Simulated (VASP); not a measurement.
Input of a VASP 6.6.1 run:

The input INCAR:

```
SYSTEM = HfN
  PREC = Accurate
  ENCUT = 520
  EDIFF = 1E-6
  ISMEAR = 0
  SIGMA = 0.15
  LREAL = .False.
  LASPH = .True.
  NELM = 100
  ALGO = Normal
  ISIF = 2
  LWAVE = .False.
  LCHARG = .False.
  GGA = PS
  NBANDS = 23
```

Contents of KPOINTS:

```
Automatic mesh
0
Gamma
  14 14 10
  0 0 0
```

POSCAR

```
HfN
1.0
    0.0000000000     -2.2508000098     -2.2508000098
    0.0000000000      2.2508000098     -2.2508000098
    4.5016000196      0.0000000000      0.0000000000
Hf N
2 2
Direct
    0.5099108154      0.4900891846      0.5000000000
   -0.0099108154      0.0099108154      0.0000000000
    0.5047527378      0.4952472622      0.0000000000
   -0.0047527378      0.0047527378      0.5000000000
```

Potentials or basis: VASP PAW PBE potentials, release 64 (Hf_pv, N).

Launch:

```bash
$ cat potpaw_PBE.64/Hf_pv/POTCAR potpaw_PBE.64/N/POTCAR > POTCAR
$ mpirun -np 1 vasp_std > vasp.out
```

(1) What does it give for the largest force?

(2) What does it give for the band gap on the k mesh?

(3) Predict the pressure.

Answers

(1) 0.934 eV/Å.

(2) zero (band 15 reaches 11.64 eV, above the bottom of band 16 at 4.71 eV).

(3) -1.4 GPa.

Caveat: the cell differs from its parent crystal (mode 4 frozen in at -0.043 Å and mode 11 at -0.045 Å (largest displacements)); the PAW data sets were made with another functional, which shifts forces and pressure a little; spin-orbit coupling is left out, which moves the levels of the heavy elements.
